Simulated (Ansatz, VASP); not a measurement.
KTaO3: VASP beside Ansatz

```
K Ta O
1.0
     4.02437    0.00000    0.00000
     0.00000    4.02437    0.00000
     0.00000    0.00000    4.02437
K Ta O
1 1 3
Direct
  0.00000 0.00000 0.00000
  0.50000 0.50000 0.50000
  0.50000 0.50000 0.00000
  0.50000 0.00000 0.50000
  0.00000 0.50000 0.50000
```

Alike in both runs: task single point; functional PBE; k mesh 8 × 8 × 8; occupations gaussian, width 0.02 eV; no spin polarisation.

```csv
,VASP,Ansatz
version,VASP 6.6.1,Ansatz 0.2.0
potentials or method,"VASP PAW PBE potentials, release 64 (K_sv, Ta_pv, O), cutoff 600 eV","scalar-relativistic, plane waves, PAW"
valence electrons in the cell,38,40
```

```csv
,VASP,Ansatz,Ansatz less VASP
gap on the k mesh at the Fermi level (eV),2.12,2.16,+0.045
least direct gap on the mesh (eV),2.75,2.78,+0.035
pressure (GPa),0.4,0.0,-0.41
```

VASP's potentials hold 38 valence electrons a cell and Ansatz's 40, so a difference there can come from the potentials and not from the codes.

Spin-orbit coupling is off throughout.
